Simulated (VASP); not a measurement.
Write the native input for VASP 6.6.1 that does the following.

| Property | Result |
| --- | --- |
| Task | relaxation of cell and atoms |
| Functional | PBE |
| Potentials or basis | VASP PAW PBE potentials, release 64 (Ga_d, O) |
| Cutoff | 600 eV |
| k mesh | 4 × 4 × 4 |
| Occupations | gaussian, width 0.2 eV |
| Spin | no spin polarisation |
| Dipole correction | no |
| Further INCAR settings | ALGO = Normal; EDIFF = 1e-06; IBRION = 2; EDIFFG = -0.08; NSW = 36; ISIF = 3 |

The structure of Ga3O4 lies in POSCAR:

```
Ga3O4
1.0
    4.6069484800      0.0000000000      0.0000000000
    0.0000000000      4.6069484800      0.0000000000
    0.0000000000      0.0000000000      4.6069484800
Ga O
3 4
Direct
    0.0000000000      0.0000000000      0.5000000000
    0.5000000000      0.0000000000      0.0000000000
    0.0000000000      0.5000000000      0.0000000000
    0.7206873300      0.7206873300      0.7206873300
    0.2793126700      0.2793126700      0.7206873300
    0.2793126700      0.7206873300      0.2793126700
    0.7206873300      0.2793126700      0.2793126700
```

The cell was built from a structure type or drawn by symmetry, and may not be a known phase.

One way to write it, as run:

INCAR

```
SYSTEM = Ga3O4
ALGO = Normal
EDIFF = 1E-6
EDIFFG = -0.08
ENCUT = 600
GGA = PE
IBRION = 2
ISIF = 3
ISMEAR = 0
LASPH = .True.
LCHARG = .False.
LREAL = .False.
LWAVE = .False.
NELM = 60
NSW = 36
PREC = Accurate
SIGMA = 0.2
```

KPOINTS

```
k-points
0
Gamma
  4 4 4
  0 0 0
```

Potentials or basis: VASP PAW PBE potentials, release 64 (Ga_d, O).

The run is started by

```console
$ cat potpaw_PBE.64/Ga_d/POTCAR potpaw_PBE.64/O/POTCAR > POTCAR
$ mpirun -np 1 vasp_std > vasp.out
```

It gave:

```json
{
 "Relaxed volume": "13.57 Å³/atom",
 "Relaxed cell": "a = 4.563 Å, b = 4.563 Å, c = 4.563 Å, α = 90.00°, β = 90.00°, γ = 90.00°",
 "Space group after relaxing (to 0.1 Å)": "P-43m (No. 215)",
 "Energy gained by relaxing": "316.5 meV/atom",
 "Ionic steps": "5",
 "Pressure after relaxing": "0.3 GPa",
 "Largest force after relaxing": "0.044 eV/Å",
 "Band gap on the k mesh": "zero (an odd number of electrons rules out a gap without spin polarisation)"
}
```

Caveat: an odd number of electrons without spin polarisation forces a metal; a magnetic or distorted state may lie lower; the relaxation stopped at a loose force limit of 0.08 eV/Å, so its end isn't a converged minimum.

Run time: 2.1 min on 1 thread of Intel(R) Xeon(R) 6975P-C (Granite Rapids), on a shared host, peak memory 0.25 GiB.
